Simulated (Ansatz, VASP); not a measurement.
# One calculation of MgO, two programs

INCAR

```
SYSTEM = MgO
PREC = Accurate
ENCUT = 520
EDIFF = 1E-6
ISMEAR = 0
SIGMA = 0.05
LREAL = .False.
LASPH = .True.
NELM = 80
ALGO = Normal
ISIF = 2
LWAVE = .False.
LCHARG = .False.
GGA = PE
NBANDS = 16
```

The input KPOINTS:

```
Automatic mesh
0
Gamma
  9 9 6
  0 0 0
```

POSCAR

```
MgO
1.0
    3.3907693179      0.0000000000      0.0000000000
   -1.6953846590      2.9364923676      0.0000000000
    0.0000000000      0.0000000000      4.3527305734
Mg O
2 2
Direct
    0.6666666667      0.3333333333      0.7500000000
    0.3333333333      0.6666666667      0.2500000000
    0.6666666667      0.3333333333      0.2500000000
    0.3333333333      0.6666666667      0.7500000000
```

Input for Ansatz:

```yaml
crystal:
  lattice:
    - [3.3907693179, 0.0, 0.0]
    - [-1.695384659, 2.9364923676, 0.0]
    - [0.0, 0.0, 4.3527305734]
  atoms:
    - { symbol: Mg, position: [0.6666666667, 0.3333333333, 0.75] }
    - { symbol: Mg, position: [0.3333333333, 0.6666666667, 0.25] }
    - { symbol: O, position: [0.6666666667, 0.3333333333, 0.25] }
    - { symbol: O, position: [0.3333333333, 0.6666666667, 0.75] }
basis:
  ecutwfc: 520.0
kpoints:
  mp_grid: { grid: [9, 9, 6] }
hamiltonian:
  xc: pbe
  pseudopotentials: { kind: paw, azcp: { folder: soft_1 } }
scf:
  occupations: { method: gaussian, width: 0.05 }
output:
  forces: true
  stress: true
  eigenvalues: true
```

Alike in both runs: task single point; functional PBE; k mesh 9 × 9 × 6; occupations gaussian, width 0.05 eV; no spin polarisation.

|  | VASP | Ansatz |
| --- | --- | --- |
| version | VASP 6.6.1 | Ansatz 0.2.0 |
| potentials or method | VASP PAW PBE potentials, release 64 (Mg, O), cutoff 520 eV | scalar-relativistic, plane waves, PAW |
| valence electrons in the cell | 16 | 32 |

```csv
,VASP,Ansatz,Ansatz less VASP
gap on the k mesh at the Fermi level (eV),3.44,3.46,+0.021
least direct gap on the mesh (eV),3.44,3.46,+0.021
pressure (GPa),7.0,7.6,+0.54
"traceless stress, the component that is largest in VASP (GPa)",-7.76,-7.56,+0.192
```

VASP's potentials hold 16 valence electrons a cell and Ansatz's 32, so a difference there can come from the potentials and not from the codes.
